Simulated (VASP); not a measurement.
Wanted: the native input for a VASP 6.6.1 run.

```
Task                   : single point
Functional             : PBEsol
Potentials or basis    : VASP PAW PBE potentials, release 64 (Li_sv, Y_sv)
Cutoff                 : 520 eV
k mesh                 : 8 × 8 × 5
Occupations            : gaussian, width 0.1 eV
Spin                   : non-collinear spin, zero start, spin-orbit coupling
Starting moments       : [[0.0, 0.0, 0.0], [0.0, 0.0, 0.0]] μB
Dipole correction      : no
Further INCAR settings : ALGO = Normal; EDIFF = 1e-07; NBANDS = 26
```

The structure of LiY lies in POSCAR:

```
LiY
1.0
    3.0834595800      0.0000000000      0.0000000000
   -1.5417297900      2.6703543300      0.0000000000
    0.0000000000      0.0000000000      4.5284494500
Li Y
1 1
Direct
    0.0000000000      0.0000000000      0.8887955400
    0.0000000000      0.0000000000      0.4055029000
```

The input as run:

INCAR

```
PREC = Accurate
ENCUT = 520
EDIFF = 1E-7
ISMEAR = 0
SIGMA = 0.1
LREAL = F
LASPH = T
NELM = 150
ALGO = Normal
ISIF = 2
LWAVE = F
LCHARG = F
MAGMOM = 0 0 0 0 0 0
LORBIT = 11
LSORBIT = T
GGA_COMPAT = F
LORBMOM = T
LMAXMIX = 4
GGA = PS
NBANDS = 26
```

KPOINTS

```
regular mesh
0
Gamma
  8 8 5
```

Potentials or basis: VASP PAW PBE potentials, release 64 (Li_sv, Y_sv).

Run with:

```sh
$ cat potpaw_PBE.64/Li_sv/POTCAR potpaw_PBE.64/Y_sv/POTCAR > POTCAR
$ mpirun -np 1 vasp_ncl > vasp.out
```

Results of the run:

```json
{
  "Largest force": "0.632 eV/Å",
  "Net moment": "0.00 μB per cell",
  "Valence electrons inside the program's atomic spheres": "Li 2.14; Y 10.01"
}
```

Caveat: the PAW data sets were made with another functional, which shifts forces and pressure a little.

Wall time 89 s on 1 thread of AMD EPYC 7R13 Processor (Zen 3), with other jobs on the host, peak memory 0.26 GiB.
